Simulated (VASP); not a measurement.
# BeC (P6_3/mmc) in VASP: notebook

Runs on BeC. Level: PBE. Tasks: single point.

All numbers are computed with VASP 6.6.1; they aren't measurements. Logs are shortened: lines on timing, memory, paths and dates and some standing lists are left out, and cuts for length are marked.

## Step 1: The cell of the first run

The structure is hexagonal, space group P6_3/mmc (No. 194). The conventional cell has a = 2.845 Å, b = 2.845 Å, c = 9.375 Å, α = 90.00°, β = 90.00°, γ = 120.00°. Within 2.7 Å of Be (site symmetry -6m2) lie 6 C at 2.02 Å. Within 2.7 Å of Be (site symmetry -3m) lie 6 C at 2.02 Å. C (site symmetry 3m) has 6 Be at 2.02 Å and 1 C at 2.34 Å within 2.7 Å.

## Step 2: Single point, PBE, collinear spin, ferromagnetic start

File INCAR:

```
SYSTEM = BeC
PREC = Accurate
ENCUT = 520
EDIFF = 1E-6
ISMEAR = 0
SIGMA = 0.1
LREAL = .FALSE.
LASPH = .TRUE.
NELM = 150
ALGO = Normal
ISIF = 2
LWAVE = .FALSE.
LCHARG = .FALSE.
ISPIN = 2
MAGMOM = 0 0 0 0 1 1 1 1
LORBIT = 11
GGA = PE
NBANDS = 26
```

File KPOINTS:

```
regular mesh
0
G
  6 6 2
  0 0 0
```

File POSCAR:

```
BeC
1.0
    2.8450359500      0.0000000000      0.0000000000
   -1.4225179800      2.4638734100      0.0000000000
    0.0000000000      0.0000000000      9.3749034500
Be C
4 4
Direct
    0.6666666700      0.3333333300      0.7500000000
    0.0000000000      0.0000000000      0.0000000000
    0.3333333300      0.6666666700      0.2500000000
    0.0000000000      0.0000000000      0.5000000000
    0.3333333300      0.6666666700      0.8750000000
    0.6666666700      0.3333333300      0.1250000000
    0.6666666700      0.3333333300      0.3750000000
    0.3333333300      0.6666666700      0.6250000000
```

Potentials or basis: VASP PAW PBE potentials, release 64 (Be, C).

The run is started by

```
> cat potpaw_PBE.64/Be/POTCAR potpaw_PBE.64/C/POTCAR > POTCAR
> mpirun -np 1 vasp_std > vasp.out
```

OUTCAR:

```text
SYSTEM = BeC
   PREC = Accurate
   ENCUT = 520
   EDIFF = 1E-6
   ISMEAR = 0
   LREAL = .FALSE.
   LASPH = .TRUE.
   NELM = 150
   ISIF = 2
   ISPIN = 2
   LORBIT = 11
   GGA = PE

 ion  position               nearest neighbor table
   1  0.667  0.333  0.750-   5 2.02   8 2.02   5 2.02   8 2.02   5 2.02   8 2.02
   2  0.000  0.000  0.000-   5 2.02   6 2.02   6 2.02   5 2.02   6 2.02   5 2.02
   3  0.333  0.667  0.250-   6 2.02   7 2.02   6 2.02   7 2.02   6 2.02   7 2.02
   4  0.000  0.000  0.500-   7 2.02   8 2.02   7 2.02   8 2.02   7 2.02   8 2.02
   5  0.333  0.667  0.875-   1 2.02   1 2.02   2 2.02   2 2.02   2 2.02   1 2.02
   6  0.667  0.333  0.125-   3 2.02   3 2.02   2 2.02   2 2.02   2 2.02   3 2.02
   7  0.667  0.333  0.375-   3 2.02   3 2.02   4 2.02   4 2.02   4 2.02   3 2.02
   8  0.333  0.667  0.625-   1 2.02   1 2.02   4 2.02   4 2.02   4 2.02   1 2.02

  LATTYP: Found a hexagonal cell.
 ALAT       =     2.8450359500
 C/A-ratio  =     3.2951792578

  Lattice vectors:

 A1 = (   2.8450359500,   0.0000000000,   0.0000000000)
 A2 = (  -1.4225179800,   2.4638734100,   0.0000000000)
 A3 = (   0.0000000000,   0.0000000000,   9.3749034500)

Analysis of symmetry for initial positions (statically):
=====================================================================
 Subroutine PRICEL returns:
 Original cell was already a primitive cell.

 Routine SETGRP: Setting up the symmetry group for a
 hexagonal supercell.

 Subroutine GETGRP returns: Found 24 space group operations
 (whereof 12 operations were pure point group operations)
 out of a pool of 24 trial point group operations.

The static configuration has the point symmetry D_3d.
 The point group associated with its full space group is D_6h.

Analysis of symmetry for dynamics (positions and initial velocities):
=====================================================================
 Subroutine PRICEL returns:
 Original cell was already a primitive cell.

 Routine SETGRP: Setting up the symmetry group for a
 hexagonal supercell.

 Subroutine GETGRP returns: Found 24 space group operations
 (whereof 12 operations were pure point group operations)
 out of a pool of 24 trial point group operations.

The dynamic configuration has the point symmetry D_3d.
 The point group associated with its full space group is D_6h.

Analysis of structural, dynamic, and magnetic symmetry:
=====================================================================
 Subroutine PRICEL returns:
 Original cell was already a primitive cell.

 Routine SETGRP: Setting up the symmetry group for a
 hexagonal supercell.

 Subroutine GETGRP returns: Found 24 space group operations
 (whereof 12 operations were pure point group operations)
 out of a pool of 24 trial point group operations.

The overall configuration has the point symmetry D_3d.
 The point group associated with its full space group is D_6h.

 Subroutine INISYM returns: Found 24 space group operations
 (whereof 12 operations are pure point group operations),
 and found     1 'primitive' translations

----------------------------------------------------------------------------------------

                                     Primitive cell

  volume of cell :      65.7163

  direct lattice vectors                    reciprocal lattice vectors
     2.845035950  0.000000000  0.000000000     0.351489407  0.202932504  0.000000000
    -1.422517980  2.463873410  0.000000000     0.000000000  0.405865007  0.000000000
     0.000000000  0.000000000  9.374903450     0.000000000  0.000000000  0.106667765

  length of vectors
     2.845035950  2.845035955  9.374903450     0.405865008  0.405865007  0.106667765

  position of ions in fractional coordinates (direct lattice)
     0.666666670  0.333333330  0.750000000
     0.000000000  0.000000000  0.000000000
     0.333333330  0.666666670  0.250000000
     0.000000000  0.000000000  0.500000000
     0.333333330  0.666666670  0.875000000
     0.666666670  0.333333330  0.125000000
     0.666666670  0.333333330  0.375000000
     0.333333330  0.666666670  0.625000000
[... 56 lines left out ...]
   total plane-waves  NPLWV =  40320
   dimension x,y,z NGX =    24 NGY =   24 NGZ =   70
   dimension x,y,z NGXF=    48 NGYF=   48 NGZF=  140
   ions per type =               4   4
   NGX,Y,Z   is equivalent  to a cutoff of  14.02, 14.02, 12.41 a.u.
   NGXF,Y,Z  is equivalent  to a cutoff of  28.05, 28.05, 24.83 a.u.
 SYSTEM =  BeC
   PREC   = accura    normal or accurate (medium, high low for compatibility)
   ISTART =      0    job   : 0-new  1-cont  2-samecut
   ICHARG =      2    charge: 1-file 2-atom 10-const
   ISPIN  =      2    spin polarized calculation?
   LNONCOLLINEAR =      F non collinear calculations
   LSORBIT =      F    spin-orbit coupling
   LASPH  =      T    aspherical Exc in radial PAW
   ENCUT  =  520.0 eV  38.22 Ry    6.18 a.u.   5.29  5.29 17.43*2*pi/ulx,y,z
   NELM   =    150;   NELMIN=  2; NELMDL= -5     # of ELM steps
   EDIFF  = 0.1E-05   stopping-criterion for ELM
   LREAL  =      F    real-space projection
   EDIFFG = 0.1E-04   stopping-criterion for IOM
   NSW    =      0    number of steps for IOM
   IBRION =     -1    ionic relax: 0-MD 1-quasi-New 2-CG
   NFREE  =      0    steps in history (QN), initial steepest desc. (CG)
   ISIF   =      2    stress and relaxation
   ISYM   =      2    0-nonsym 1-usesym 2-fastsym
   POTIM  = 0.5000    time-step for ionic-motion
   TEBEG  =    0.0;   TEEND  =   0.0 temperature during run
   PSTRESS=    0.0 pullay stress
   NELECT =      24.0000    total number of electrons
   NUPDOWN=      -1.0000    fix difference up-down
   EMIN   =  10.00;   EMAX   =-10.00  energy-range for DOS
   EFERMI =   0.00;   METHOD = LEGACY
   ISMEAR =     0;   SIGMA  =   0.10  broadening in eV -4-tet -1-fermi 0-gaus
   EFERMI_NEDOS =   21; number of points for ismear=-14 and -15
   IALGO  =     38    algorithm
   IMIX   =      4    mixing-type and parameters
     AMIX     =   0.40;   BMIX     =  1.00
     AMIX_MAG =   1.60;   BMIX_MAG =  1.00
  volume/ion in A,a.u.               =       8.21        55.43
  Fermi-wavevector in a.u.,A,eV,Ry     =   1.170184  2.211328 18.630883  1.369331
  Thomas-Fermi vector in A             =   2.306646
   LORBIT       =     11    0 simple, 1 ext, 2 COOP (PROOUT), +10 PAW based schemes
   GGA     = PE    functional components
   LHFCALC =     F    Hartree Fock is set to
   AEXX    =    0.0000 exact exchange contribution
   IVDW    =     0    specifies the selected vdW correction
   LEPSILON=     F    determine dielectric tensor
   LRPA    =     F    only Hartree local field effects (RPA)
 spin polarized calculation
 Gauss-broadening in eV      SIGMA  =   0.10
  energy-cutoff  :      520.00
  volume of cell :       65.72
 maximum number of plane-waves:      1792
 NGX is ok and might be reduce to    24
   NGX = 11   NGY = 11   NGZ = 35

 number of electron      23.9999999 magnetization       0.0003683

 number of electron      23.9999999 magnetization      -0.0003633

 Free energy of the ion-electron system (eV)
  ---------------------------------------------------
  ext. energy  EPLUGINS =         0.00000000
  ---------------------------------------------------
  free energy    TOTEN  =       -41.97546799 eV

  energy without entropy =      -41.96410215  energy(sigma->0) =      -41.96978507

 E-fermi :   5.2870     XC(G=0): -11.0924

 val. band max:        5.2590927964   @ k =   0.5000  -0.0000   0.0000
 cond. band min:       5.3538108929   @ k =   0.1667  -0.0000   0.0000
 fundamental gap:      0.0947180965
 Fermi energy:         5.2870008802

 spin component 1

 k-point     1 :       0.0000    0.0000    0.0000
  band No.  band energies     occupation
      1      -8.7722      1.00000
      2      -7.6456      1.00000
      3      -7.3909      1.00000
      4      -5.0505      1.00000
      5      -1.2342      1.00000
      6       3.1180      1.00000
[... 367 lines left out ...]
     23      17.6559      0.00000
     24      17.6559      0.00000
 Fermi energy:         5.2870008802

 spin component 2

 k-point     1 :       0.0000    0.0000    0.0000
  band No.  band energies     occupation
      1      -8.7723      1.00000
      2      -7.6457      1.00000
      3      -7.3909      1.00000
      4      -5.0506      1.00000
      5      -1.2343      1.00000
      6       3.1179      1.00000
[... 367 lines left out ...]
     23      17.6558      0.00000
     24      17.6558      0.00000
 [bands above 24 left out]

------------------------ aborting loop because EDIFF is reached ----------------------------------------

  FORCE on cell =-STRESS in cart. coord.  units (eV):
  Direction    XX          YY          ZZ          XY          YZ          ZX
  --------------------------------------------------------------------------------------
  -------------------------------------------------------------------------------------
  Total       -3.9429172     -3.9429172    -16.0935959      0.0000000      0.0000000     -0.0000000
  in kB      -96.1291905    -96.1291907   -392.3654176      0.0000002      0.0000000     -0.0000000
  external PRESSURE =    -194.8745996 kB  Pullay stress =       0.0000000 kB

 VOLUME and BASIS-vectors are now :
 -----------------------------------------------------------------------------
  energy-cutoff  :      520.00
  volume of cell :       65.72
      direct lattice vectors                 reciprocal lattice vectors
     2.845035950  0.000000000  0.000000000     0.351489407  0.202932504  0.000000000
    -1.422517980  2.463873410  0.000000000     0.000000000  0.405865007  0.000000000
     0.000000000  0.000000000  9.374903450     0.000000000  0.000000000  0.106667765

 POSITION                                       TOTAL-FORCE (eV/Angst)
 -----------------------------------------------------------------------------------
      1.42252      0.82129      7.03118        -0.000000      0.000000     -0.000000
      0.00000      0.00000      0.00000        -0.000000      0.000000     -0.000000
     -0.00000      1.64258      2.34373        -0.000000     -0.000000     -0.000000
      0.00000      0.00000      4.68745        -0.000000      0.000000     -0.000000
     -0.00000      1.64258      8.20304         0.000000      0.000000     -1.519436
      1.42252      0.82129      1.17186        -0.000000      0.000000      1.519436
      1.42252      0.82129      3.51559        -0.000000      0.000000     -1.519436
     -0.00000      1.64258      5.85931         0.000000      0.000000      1.519436
 -----------------------------------------------------------------------------------
    total drift:                                0.000000     -0.000000     -0.000000

  FREE ENERGIE OF THE ION-ELECTRON SYSTEM (eV)
  ---------------------------------------------------
  free  energy   TOTEN  =       -41.9754679882 eV

  energy  without entropy=      -41.9641021538  energy(sigma->0) =      -41.96978507

 total charge

# of ion       s       p       d       tot
------------------------------------------
    1        0.376   0.602   0.000   0.978
    2        0.361   0.572   0.000   0.934
    3        0.376   0.602   0.000   0.978
    4        0.361   0.572   0.000   0.934
    5        0.935   1.304   0.000   2.238
    6        0.935   1.304   0.000   2.238
    7        0.935   1.304   0.000   2.238
    8        0.935   1.304   0.000   2.238
--------------------------------------------------
tot          5.214   7.563   0.000  12.777

 magnetization (x)

# of ion       s       p       d       tot
------------------------------------------
    1       -0.000  -0.000   0.000  -0.000
    2        0.000  -0.000   0.000  -0.000
    3       -0.000  -0.000   0.000  -0.000
    4        0.000  -0.000   0.000  -0.000
    5       -0.000  -0.000   0.000  -0.000
    6       -0.000  -0.000   0.000  -0.000
    7       -0.000  -0.000   0.000  -0.000
    8       -0.000  -0.000   0.000  -0.000
--------------------------------------------------
tot         -0.000  -0.000   0.000  -0.000
```

Run time: 44 s. Hardware: 1 thread of Intel Xeon Platinum 8124M at 3.00GHz (Skylake/Cascade Lake), shared host; peak memory 0.22 GiB.

What came out:

```
Free energy                                           : -41.9755 eV
Pressure                                              : -19.5 GPa
Largest force                                         : 1.519 eV/Å
Band gap on the k mesh                                : zero (filled and empty bands overlap)
Net moment                                            : 0.00 μB per cell
Valence electrons inside the program's atomic spheres : Be 0.98, 0.93; C 2.24
```

Forces on the atoms (eV/Å):
```
Be   0.000  0.000  0.000
Be   0.000  0.000  0.000
Be   0.000  0.000  0.000
Be   0.000  0.000  0.000
C    0.000  0.000 -1.519
C    0.000  0.000  1.519
C    0.000  0.000 -1.519
C    0.000  0.000  1.519
```

Caveat: the k points lie up to 0.43 Å⁻¹ apart; forces of over 1 eV/Å act on the atoms, so gaps and moduli don't describe the material at rest.

## Step 3: Single point, PBE

This run uses another cell than the first one, of 7.12 Å³/atom, 0.867 times its volume.

File INCAR:

```
SYSTEM = BeC
PREC = Accurate ; ENCUT = 520
EDIFF = 1E-7 ; ISMEAR = 0
SIGMA = 0.1 ; LREAL = .False.
LASPH = .True. ; NELM = 60
ALGO = Normal ; ISIF = 2
LWAVE = .False. ; LCHARG = .False.
GGA = PE ; NBANDS = 22
```

File KPOINTS:

```
Automatic mesh
0
Gamma
  12 12 6
  0 0 0
```

File POSCAR:

```
BeC
1.0
    2.8989892675      0.0000000000      0.0000000000
   -1.4494946338      2.5105983510      0.0000000000
    0.0000000000      0.0000000000      7.8306377478
Be C
4 4
Direct
    0.6666666667      0.3333333333      0.7500000000
    0.0000000000      0.0000000000      0.0000000000
    0.3333333333      0.6666666667      0.2500000000
    0.0000000000      0.0000000000      0.5000000000
    0.3333333333      0.6666666667      0.8402452890
    0.6666666667      0.3333333333      0.1597547110
    0.6666666667      0.3333333333      0.3402452890
    0.3333333333      0.6666666667      0.6597547110
```

Potentials or basis: VASP PAW PBE potentials, release 64 (Be, C).

The run is started by

```
> cat potpaw_PBE.64/Be/POTCAR potpaw_PBE.64/C/POTCAR > POTCAR
> mpirun -np 1 vasp_std > vasp.out
```

OUTCAR:

```text
SYSTEM = BeC
   PREC = Accurate
   ENCUT = 520
   EDIFF = 1E-7
   ISMEAR = 0
   LREAL = .False.
   LASPH = .True.
   NELM = 60
   ISIF = 2
   GGA = PE

 ion  position               nearest neighbor table
   1  0.667  0.333  0.750-   5 1.82   8 1.82   5 1.82   8 1.82   5 1.82   8 1.82
   2  0.000  0.000  0.000-   5 2.09   6 2.09   6 2.09   5 2.09   6 2.09   5 2.09
   3  0.333  0.667  0.250-   6 1.82   7 1.82   6 1.82   7 1.82   6 1.82   7 1.82
   4  0.000  0.000  0.500-   7 2.09   8 2.09   7 2.09   8 2.09   7 2.09   8 2.09
   5  0.333  0.667  0.840-   8 1.41   1 1.82   1 1.82   1 1.82   2 2.09   2 2.09   2 2.09
   6  0.667  0.333  0.160-   7 1.41   3 1.82   3 1.82   3 1.82   2 2.09   2 2.09   2 2.09
   7  0.667  0.333  0.340-   6 1.41   3 1.82   3 1.82   3 1.82   4 2.09   4 2.09   4 2.09
   8  0.333  0.667  0.660-   5 1.41   1 1.82   1 1.82   1 1.82   4 2.09   4 2.09   4 2.09

  LATTYP: Found a hexagonal cell.
 ALAT       =     2.8989892675
 C/A-ratio  =     2.7011613446

  Lattice vectors:

 A1 = (   2.8989892675,   0.0000000000,   0.0000000000)
 A2 = (  -1.4494946338,   2.5105983510,   0.0000000000)
 A3 = (   0.0000000000,   0.0000000000,   7.8306377478)

[... 197 lines left out ...]
  band No.  band energies     occupation
      1     -10.1755      2.00000
      2      -9.7521      2.00000
      3      -4.8054      2.00000
      4      -1.7380      2.00000
      5      -0.5636      2.00000
      6       3.8459      2.00000
[... 589 lines left out ...]
     21      15.9599      0.00000
     22      16.6026      0.00000

 [... further k-points ...]

------------------------ aborting loop because EDIFF is reached ----------------------------------------

  FORCE on cell =-STRESS in cart. coord.  units (eV):
  Direction    XX          YY          ZZ          XY          YZ          ZX
  --------------------------------------------------------------------------------------
  -------------------------------------------------------------------------------------
  Total        0.0968875      0.0968875      0.2713917     -0.0000000     -0.0000000      0.0000000
  in kB        2.7236870      2.7236870      7.6293263     -0.0000000     -0.0000000      0.0000000
  external PRESSURE =       4.3589001 kB  Pullay stress =       0.0000000 kB

 VOLUME and BASIS-vectors are now :
 -----------------------------------------------------------------------------
  energy-cutoff  :      520.00
  volume of cell :       56.99
      direct lattice vectors                 reciprocal lattice vectors
     2.898989268  0.000000000  0.000000000     0.344947810  0.199155711  0.000000000
    -1.449494634  2.510598351  0.000000000     0.000000000  0.398311422  0.000000000
     0.000000000  0.000000000  7.830637748     0.000000000  0.000000000  0.127703519

 POSITION                                       TOTAL-FORCE (eV/Angst)
 -----------------------------------------------------------------------------------
      1.44949      0.83687      5.87298         0.000000     -0.000000      0.000000
      0.00000      0.00000      0.00000         0.000000      0.000000      0.000000
     -0.00000      1.67373      1.95766         0.000000      0.000000      0.000000
      0.00000      0.00000      3.91532         0.000000      0.000000      0.000000
     -0.00000      1.67373      6.57966         0.000000     -0.000000      0.088007
      1.44949      0.83687      1.25098        -0.000000      0.000000     -0.088007
      1.44949      0.83687      2.66434        -0.000000      0.000000      0.088007
     -0.00000      1.67373      5.16630         0.000000     -0.000000     -0.088007
 -----------------------------------------------------------------------------------
    total drift:                               -0.000000     -0.000000     -0.000000

  FREE ENERGIE OF THE ION-ELECTRON SYSTEM (eV)
  ---------------------------------------------------
  free  energy   TOTEN  =       -48.7028518321 eV

  energy  without entropy=      -48.6970638707  energy(sigma->0) =      -48.69995785
```

stdout:

```text
POSCAR found type information on POSCAR BeC
 POSCAR found :  2 types and       8 ions
 scaLAPACK will be used
 LDA part: xc-table for (Slater+PW92), standard interpolation
 POSCAR, INCAR and KPOINTS ok, starting setup
 FFT: planning ... GRIDC
 FFT: planning ... GRID_SOFT
 FFT: planning ... GRID
 WAVECAR not read
 entering main loop
```

Run time: 77 s. Hardware: 1 thread of Intel Xeon Platinum 8124M at 3.00GHz (Skylake/Cascade Lake), shared host; peak memory 0.22 GiB.

Results:

```
Free energy            : -48.7029 eV
Pressure               : 0.4 GPa
Largest force          : 0.088 eV/Å
Band gap on the k mesh : zero (band 12 reaches 10.90 eV, above the bottom of band 13 at 4.95 eV)
```

Forces in eV/Å, atoms in the order of the input:
```
Be   0.000  0.000  0.000
Be   0.000  0.000  0.000
Be   0.000  0.000  0.000
Be   0.000  0.000  0.000
C    0.000  0.000  0.088
C    0.000  0.000 -0.088
C    0.000  0.000  0.088
C    0.000  0.000 -0.088
```

Levels at points of the mesh, in eV from the Fermi level:
```tsv
k point	band 10	band 11	band 12	band 13	band 14	band 15
(0.00, 0.00, 0.00)	-2.68	3.48	3.48	3.48	3.48	5.37
(0.50, 0.00, 0.00)	-4.11	-3.44	-2.87	0.48	2.98	4.85
(0.00, 0.00, 0.50)	-2.74	3.45	3.45	3.45	3.45	6.67
(0.50, 0.00, 0.50)	-4.85	-2.54	-2.54	1.56	1.56	5.20
```
